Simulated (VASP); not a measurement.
# Co8Si13 (P1) in VASP: single point with PBE

Aim: the single point of Co8Si13 with PBE.

All numbers are computed with VASP 6.6.1; they aren't measurements. Logs are shortened: lines on timing, memory, paths and dates and some standing lists are left out, and cuts for length are marked.

### Step 1. The cell of the first run

The typed cell holds 21 atoms: a = 7.493 Å, b = 7.364 Å, c = 7.494 Å, α = 60.17°, β = 60.53°, γ = 60.14°.

### Step 2. Single point, PBE, collinear spin, ferromagnetic start

File INCAR:

```
SYSTEM = Co8Si13
ALGO     = Normal         ! electronic algorithm
EDIFF    = 1E-6           ! SCF threshold, eV
ENCUT    = 520            ! plane-wave cutoff, eV
GGA      = PE             ! functional
ISIF     = 2              ! what is computed and relaxed
ISMEAR   = 0              ! smearing method
ISPIN    = 2              ! spin polarisation
ISYM     = 0            
LASPH    = .TRUE.         ! aspherical terms in the spheres
LCHARG   = .FALSE.        ! write CHGCAR
LMAXMIX  = 4              ! l up to which the mixer works
LORBIT   = 11             ! projections on sites
LREAL    = Auto         
LWAVE    = .FALSE.        ! write WAVECAR
MAGMOM   = 3 3 3 3 3 3 3 3 0 0 0 0 0 0 0 0 0 0 0 0 0 ! initial moments
NBANDS   = 82             ! bands
NELM     = 150            ! most SCF steps
PREC     = Accurate       ! precision mode
SIGMA    = 0.1            ! smearing width, eV
```

File KPOINTS:

```
Automatic mesh
0
Gamma
  2 2 2
  0.5 0.5 0.5
```

File POSCAR:

```
Co8Si13
1.0
    5.2910221943     -0.0495857639      5.3059936586
    5.2084681358      5.2062736282      0.0329682947
   -0.0508445774      5.2900865003      5.3072524721
Co Si
8 13
Direct
    1.0008082705      0.9884263673      0.5013458125
    0.0000416164      0.4955571814      0.5005119443
    0.5013539457      0.0080802671      0.4961169915
    0.5101452525      0.4728496159      0.5085767214
    0.9960713521      1.0077517578      0.0018990574
    0.0088214567      0.4726352360      1.0102845836
    0.4990651789      0.9999512657     -0.0009333704
    0.4829439714      0.5496117478      0.9831425693
    0.1163980258      0.6269227168      0.1299630643
    0.6203322147      0.1365166452      0.1205323000
    0.6323042007      0.6180545248      0.1323094448
    0.1283747369      0.1173671468      0.6289317235
    0.1320186265      0.6082376872      0.6321045639
    0.6293054094      0.6273083540      0.6165843265
    0.3695571198      0.3866035144      0.3626643044
    0.3782014512      0.8703941898      0.3748547303
    0.8791556564      0.3668322496      0.3791637385
    0.8735168827      0.8709523091      0.3739180595
    0.3779177398      0.3818882794      0.8776421029
    0.8626360730      0.3863977287      0.8698659074
    0.8749814957      0.8700062983      0.8785166691
```

Potentials or basis: VASP PAW PBE potentials, release 64 (Co, Si).

Run with:

```bash
$ cat potpaw_PBE.64/Co/POTCAR potpaw_PBE.64/Si/POTCAR > POTCAR
$ mpirun -np 1 vasp_std > vasp.out
```

OUTCAR:

```text
SYSTEM = Co8Si13
   EDIFF = 1E-6
   ENCUT = 520
   GGA = PE
   ISIF = 2
   ISMEAR = 0
   ISPIN = 2
   ISYM = 0
   LASPH = .TRUE.
   LORBIT = 11
   LREAL = Auto
   NELM = 150
   PREC = Accurate

 ion  position               nearest neighbor table
   1  0.001  0.988  0.501-  18 2.26  17 2.28  13 2.29  21 2.32  16 2.32  12 2.33
   2  0.000  0.496  0.501-  17 2.25  18 2.26  20 2.27  15 2.27  12 2.28   9 2.28  14 2.28  13 2.29

   3  0.501  0.008  0.496-  15 2.28  18 2.29  14 2.29  12 2.30  10 2.31  16 2.32
   4  0.510  0.473  0.509-  17 2.27  15 2.28  19 2.28  11 2.32  14 2.32  13 2.32  16 2.39
   5  0.996  0.008  0.002-  20 2.28  18 2.29   9 2.29  12 2.30  10 2.31  21 2.32
   6  0.009  0.473  0.010-  17 2.27  19 2.28  20 2.28  11 2.32   9 2.32  13 2.33  21 2.39
   7  0.499  1.000  0.999-  19 2.30  11 2.30  10 2.30  16 2.31  21 2.31
   8  0.483  0.550  0.983-  11 2.26   9 2.27  14 2.27  19 2.31  15 2.34  20 2.34  10 2.49
   9  0.116  0.627  0.130-   8 2.27   2 2.28   5 2.29   6 2.32  15 2.57  18 2.57  21 2.61  17 2.62
                            19 2.63
  10  0.620  0.137  0.121-   7 2.30   3 2.31   5 2.31   8 2.49  19 2.57  15 2.60  20 2.60  18 2.68
                            16 2.68  21 2.68
  11  0.632  0.618  0.132-   8 2.26   7 2.30   4 2.32   6 2.32  21 2.61  16 2.61  17 2.61  20 2.61
                            15 2.61
  12  0.128  0.117  0.629-   2 2.28   3 2.30   5 2.30   1 2.33  17 2.64  21 2.64  16 2.64  20 2.69
                            15 2.69
  13  0.132  0.608  0.632-   2 2.29   1 2.29   4 2.32   6 2.33  15 2.60  20 2.60  19 2.60  21 2.68
                            16 2.68  18 2.73
  14  0.629  0.627  0.617-   8 2.27   2 2.28   3 2.29   4 2.32  18 2.57  20 2.58  16 2.61  19 2.62
                            17 2.63
  15  0.370  0.387  0.363-   2 2.27   4 2.28   3 2.28   8 2.34   9 2.57  10 2.60  13 2.60  11 2.61
                            12 2.69
  16  0.378  0.870  0.375-   7 2.31   3 2.32   1 2.32   4 2.39  14 2.61  11 2.61  12 2.64  10 2.68
                            13 2.68
  17  0.879  0.367  0.379-   2 2.25   6 2.27   4 2.27   1 2.28  11 2.61   9 2.62  14 2.63  12 2.64

  18  0.874  0.871  0.374-   2 2.26   1 2.26   5 2.29   3 2.29   9 2.57  14 2.57  10 2.68  13 2.73

  19  0.378  0.382  0.878-   6 2.28   4 2.28   7 2.30   8 2.31  10 2.57  13 2.60  14 2.62   9 2.63

  20  0.863  0.386  0.870-   2 2.27   6 2.28   5 2.28   8 2.34  14 2.58  10 2.60  13 2.60  11 2.61
                            12 2.69
  21  0.875  0.870  0.879-   7 2.31   1 2.32   5 2.32   6 2.39   9 2.61  11 2.61  12 2.64  13 2.68
                            10 2.68

IMPORTANT INFORMATION: All symmetrisations will be switched off!
NOSYMM: (Re-)initialisation of all symmetry stuff for point group C_1.

----------------------------------------------------------------------------------------

                                     Primitive cell

  volume of cell :     294.2462

  direct lattice vectors                    reciprocal lattice vectors
     5.291022194 -0.049585764  5.305993659     0.093311676 -0.093949673  0.094539744
     5.208468136  5.206273628  0.032968295     0.096287845  0.096349840 -0.095115746
    -0.050844577  5.290086500  5.307252472    -0.093887678  0.093328871  0.094494943

  length of vectors
     7.493393311  7.364408484  7.493632574     0.162700256  0.166137431  0.162648297

  position of ions in fractional coordinates (direct lattice)
     0.000808271  0.988426367  0.501345812
     0.000041616  0.495557181  0.500511944
     0.501353946  0.008080267  0.496116992
     0.510145253  0.472849616  0.508576721
     0.996071352  0.007751758  0.001899057
     0.008821457  0.472635236  0.010284584
[... 13 lines left out ...]
     0.862636073  0.386397729  0.869865907
     0.874981496  0.870006298  0.878516669

  ion indices of the primitive-cell ions
   primitive index   ion index
                 1           1
                 2           2
                 3           3
                 4           4
                 5           5
                 6           6
[... 13 lines left out ...]
                20          20
                21          21

----------------------------------------------------------------------------------------

 KPOINTS: Automatic mesh

Automatic generation of k-mesh.
 Grid dimensions read from file:
 generate k-points for:    2    2    2

 Generating k-lattice:

  Cartesian coordinates                     Fractional coordinates (reciprocal lattice)
     0.046655838 -0.046974837  0.047269872     0.500000000 -0.000000000 -0.000000000
     0.048143922  0.048174920 -0.047557873     0.000000000  0.500000000  0.000000000
    -0.046943839  0.046664435  0.047247472     0.000000000  0.000000000  0.500000000

  Length of vectors
     0.081350128  0.083068715  0.081324148

  Shift w.r.t. Gamma in fractional coordinates (k-lattice)
     0.500000000  0.500000000  0.500000000

 Subroutine IBZKPT returns following result:
 ===========================================

 Found      4 irreducible k-points:

 Following reciprocal coordinates:
            Coordinates               Weight
  0.250000  0.250000  0.250000      2.000000
 -0.250000  0.250000  0.250000      2.000000
  0.250000 -0.250000  0.250000      2.000000
 -0.250000 -0.250000  0.250000      2.000000
   k-points           NKPTS =      4   k-points in BZ     NKDIM =      4   number of bands    NBANDS=     82
   number of dos      NEDOS =    301   number of ions     NIONS =     21
   total plane-waves  NPLWV = 175616
   dimension x,y,z NGX =    56 NGY =   56 NGZ =   56
   dimension x,y,z NGXF=   112 NGYF=  112 NGZF=  112
   ions per type =               8  13
   NGX,Y,Z   is equivalent  to a cutoff of  12.42, 12.64, 12.42 a.u.
   NGXF,Y,Z  is equivalent  to a cutoff of  24.85, 25.28, 24.85 a.u.
 SYSTEM =  Co8Si13
   PREC   = accura    normal or accurate (medium, high low for compatibility)
   ISTART =      0    job   : 0-new  1-cont  2-samecut
   ICHARG =      2    charge: 1-file 2-atom 10-const
   ISPIN  =      2    spin polarized calculation?
   LNONCOLLINEAR =      F non collinear calculations
   LSORBIT =      F    spin-orbit coupling
   LASPH  =      T    aspherical Exc in radial PAW
   ENCUT  =  520.0 eV  38.22 Ry    6.18 a.u.  13.93 13.69 13.93*2*pi/ulx,y,z
   NELM   =    150;   NELMIN=  2; NELMDL= -5     # of ELM steps
   EDIFF  = 0.1E-05   stopping-criterion for ELM
   LREAL  =      T    real-space projection
   EDIFFG = 0.1E-04   stopping-criterion for IOM
   NSW    =      0    number of steps for IOM
   IBRION =     -1    ionic relax: 0-MD 1-quasi-New 2-CG
   NFREE  =      0    steps in history (QN), initial steepest desc. (CG)
   ISIF   =      2    stress and relaxation
   ISYM   =      0    0-nonsym 1-usesym 2-fastsym
   POTIM  = 0.5000    time-step for ionic-motion
   TEBEG  =    0.0;   TEEND  =   0.0 temperature during run
   PSTRESS=    0.0 pullay stress
   NELECT =     124.0000    total number of electrons
   NUPDOWN=      -1.0000    fix difference up-down
   EMIN   =  10.00;   EMAX   =-10.00  energy-range for DOS
   EFERMI =   0.00;   METHOD = LEGACY
   ISMEAR =     0;   SIGMA  =   0.10  broadening in eV -4-tet -1-fermi 0-gaus
   EFERMI_NEDOS =   21; number of points for ismear=-14 and -15
   IALGO  =     38    algorithm
   IMIX   =      4    mixing-type and parameters
     AMIX     =   0.40;   BMIX     =  1.00
     AMIX_MAG =   1.60;   BMIX_MAG =  1.00
  volume/ion in A,a.u.               =      14.01        94.56
  Fermi-wavevector in a.u.,A,eV,Ry     =   1.227378  2.319409 20.496600  1.506458
  Thomas-Fermi vector in A             =   2.362344
   LORBIT       =     11    0 simple, 1 ext, 2 COOP (PROOUT), +10 PAW based schemes
   GGA     = PE    functional components
   LHFCALC =     F    Hartree Fock is set to
   AEXX    =    0.0000 exact exchange contribution
   IVDW    =     0    specifies the selected vdW correction
   LEPSILON=     F    determine dielectric tensor
   LRPA    =     F    only Hartree local field effects (RPA)
 spin polarized calculation
 Gauss-broadening in eV      SIGMA  =   0.10
  energy-cutoff  :      520.00
  volume of cell :      294.25
 maximum number of plane-waves:      7930
   NGX = 27   NGY = 27   NGZ = 27

 number of electron     124.0000009 magnetization      11.7312491

 number of electron     124.0000012 magnetization       0.0010437

 Free energy of the ion-electron system (eV)
  ---------------------------------------------------
  ext. energy  EPLUGINS =         0.00000000
  ---------------------------------------------------
  free energy    TOTEN  =      -131.92138987 eV

  energy without entropy =     -131.84637350  energy(sigma->0) =     -131.88388169

 E-fermi :   8.7532     XC(G=0): -11.2468

 val. band max:        8.7477131923   @ k =  -0.2500  -0.2500   0.2500
 cond. band min:       8.7578540199   @ k =   0.2500  -0.2500   0.2500
 fundamental gap:      0.0101408276
 Fermi energy:         8.7531645993

 spin component 1

 k-point     1 :       0.2500    0.2500    0.2500
  band No.  band energies     occupation
      1      -3.9124      1.00000
      2      -2.0865      1.00000
      3      -1.2037      1.00000
      4      -1.1180      1.00000
      5      -0.8066      1.00000
      6      -0.5058      1.00000
[... 66 lines left out ...]
     73      11.1189      0.00000
     74      11.4814      0.00000
[... 229 lines left out ...]
     73      11.4395      0.00000
     74      11.7998      0.00000
 Fermi energy:         8.7531645993

 spin component 2

 k-point     1 :       0.2500    0.2500    0.2500
  band No.  band energies     occupation
      1      -3.9124      1.00000
      2      -2.0865      1.00000
      3      -1.2037      1.00000
      4      -1.1180      1.00000
      5      -0.8066      1.00000
      6      -0.5058      1.00000
[... 66 lines left out ...]
     73      11.1189      0.00000
     74      11.4815      0.00000
[... 229 lines left out ...]
     73      11.4396      0.00000
     74      11.7998      0.00000
 [bands above 74 left out]

------------------------ aborting loop because EDIFF is reached ----------------------------------------

  FORCE on cell =-STRESS in cart. coord.  units (eV):
  Direction    XX          YY          ZZ          XY          YZ          ZX
  --------------------------------------------------------------------------------------
  -------------------------------------------------------------------------------------
  Total       -0.0951311     -0.0900392     -0.1389774     -0.0133599      0.0030930     -0.0124838
  in kB       -0.5179909     -0.4902657     -0.7567353     -0.0727449      0.0168415     -0.0679743
  external PRESSURE =      -0.5883306 kB  Pullay stress =       0.0000000 kB

 VOLUME and BASIS-vectors are now :
 -----------------------------------------------------------------------------
  energy-cutoff  :      520.00
  volume of cell :      294.25
      direct lattice vectors                 reciprocal lattice vectors
     5.291022194 -0.049585764  5.305993659     0.093311676 -0.093949673  0.094539744
     5.208468136  5.206273628  0.032968295     0.096287845  0.096349840 -0.095115746
    -0.050844577  5.290086500  5.307252472    -0.093887678  0.093328871  0.094494943

 POSITION                                       TOTAL-FORCE (eV/Angst)
 -----------------------------------------------------------------------------------
      5.12697      7.79814      2.69764        -0.000106     -0.000817     -0.013261
      2.55587      5.22776      2.67290         0.016178      0.017078     -0.004993
      2.66954      2.64171      5.29347        -0.009354     -0.011254     -0.002358
      5.13615      5.12690      5.42156         0.012911      0.002779      0.004422
      5.31051      0.00101      5.29548        -0.009500     -0.012388     -0.007739
      2.50786      2.51464      0.11697        -0.001681      0.008398     -0.002405
[... 13 lines left out ...]
      6.53254      6.57058      9.20648        -0.009486     -0.001291     -0.002688
      9.11628      9.13353      9.33384         0.008565     -0.016983      0.000911
 -----------------------------------------------------------------------------------
    total drift:                               -0.003346     -0.004348     -0.004130

  FREE ENERGIE OF THE ION-ELECTRON SYSTEM (eV)
  ---------------------------------------------------
  free  energy   TOTEN  =      -131.9213898747 eV

  energy  without entropy=     -131.8463735021  energy(sigma->0) =     -131.88388169

 total charge

# of ion       s       p       d       tot
------------------------------------------
    1        0.505   0.551   7.526   8.582
    2        0.580   0.760   7.681   9.022
    3        0.491   0.555   7.543   8.589
    4        0.517   0.617   7.571   8.706
    5        0.491   0.554   7.542   8.587
    6        0.517   0.617   7.571   8.706
[... 13 lines left out ...]
   20        0.736   0.900   0.000   1.637
   21        0.738   0.836   0.000   1.574
--------------------------------------------------
tot         13.712  16.097  60.492  90.301

 magnetization (x)

# of ion       s       p       d       tot
------------------------------------------
    1        0.000   0.000   0.000   0.000
    2       -0.000   0.000   0.000   0.000
    3        0.000   0.000   0.000   0.000
    4        0.000   0.000   0.000   0.000
    5        0.000   0.000   0.000   0.000
    6        0.000   0.000   0.000   0.000
[... 13 lines left out ...]
   20       -0.000   0.000   0.000   0.000
   21       -0.000  -0.000   0.000  -0.000
--------------------------------------------------
tot          0.000   0.000   0.000   0.001
```

Wall time 6.9 min (1 thread of Intel Xeon 6975P-C (Granite Rapids), shared host); peak memory 0.6 GiB.

Results:

- Free energy: -131.9214 eV
- Pressure: -0.1 GPa
- Largest force: 0.040 eV/Å
- Band gap on the k mesh: zero (filled and empty bands overlap)
- Net moment: 0.00 μB per cell
- Valence electrons inside the program's atomic spheres: Co 8.58, 9.02, 8.59, 8.71, 8.40, 8.67 (each value once); Si 1.64, 1.57, 1.63, 1.61 (each value once)

Forces in eV/Å, atoms in the order of the input:
```
Co   0.000 -0.001 -0.013
Co   0.016  0.017 -0.005
Co  -0.009 -0.011 -0.002
Co   0.013  0.003  0.004
Co  -0.009 -0.012 -0.008
Co  -0.002  0.008 -0.002
Co   0.009  0.008  0.021
Co  -0.012 -0.015  0.017
Si  -0.006 -0.007  0.001
Si   0.026  0.024 -0.019
Si  -0.014 -0.013  0.009
Si   0.006  0.006 -0.013
Si  -0.005  0.002  0.006
Si  -0.006 -0.013  0.013
Si  -0.001 -0.010  0.001
Si  -0.026  0.008  0.000
Si   0.009  0.010  0.000
Si   0.015  0.014 -0.010
Si  -0.002  0.001  0.002
Si  -0.009 -0.001 -0.003
Si   0.009 -0.017  0.001
```

Caveat: the k points lie up to 0.52 Å⁻¹ apart.
